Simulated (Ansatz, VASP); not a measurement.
**Hf: VASP beside Ansatz**

File INCAR:

```
PREC = Accurate
ENCUT = 520
EDIFF = 1E-6
ISMEAR = -1
SIGMA = 0.05
LREAL = False
LASPH = True
NELM = 80
ALGO = Normal
ISIF = 2
LWAVE = False
LCHARG = False
GGA = PE
NBANDS = 11
```

The input KPOINTS:

```
regular mesh
0
Gamma
  14 14 14
```

Contents of POSCAR:

```
Hf
1.0
   -1.8404011445      1.8404011445      1.8404011445
    1.8404011445     -1.8404011445      1.8404011445
    1.8404011445      1.8404011445     -1.8404011445
Hf
1
Direct
    0.0000000000      0.0000000000      0.0000000000
```

Input for Ansatz:

```yaml
crystal:
  lattice:
    - [-1.8404011445, 1.8404011445, 1.8404011445]
    - [1.8404011445, -1.8404011445, 1.8404011445]
    - [1.8404011445, 1.8404011445, -1.8404011445]
  atoms:
    - { symbol: Hf, position: [0.0, 0.0, 0.0] }
kpoints:
  mp_grid: { grid: [14, 14, 14] }
scf:
  occupations: { method: fermi_dirac, width: 0.05 }
hamiltonian:
  xc: pbe
  pseudopotentials: { kind: all_electron, lapw: { basis_error: 0.0005 } }
output:
  forces: true
  stress: true
  eigenvalues: true
```

Change from the starting cell: volume scaled by 1.06.

Alike in both runs: task single point; functional PBE; k mesh 14 × 14 × 14; occupations fermi-dirac, width 0.05 eV; no spin polarisation.

|  | VASP | Ansatz |
| --- | --- | --- |
| version | VASP 6.6.1 | Ansatz 0.2.0 |
| potentials or method | VASP PAW PBE potentials, release 64 (Hf_pv), cutoff 520 eV | all-electron LAPW, scalar-relativistic |

```csv
,VASP,Ansatz,Ansatz less VASP
pressure (GPa),-9.6,-9.3,+0.36
```

Ansatz ran all-electron here, and VASP with PAW potentials.

Spin-orbit coupling is off throughout.
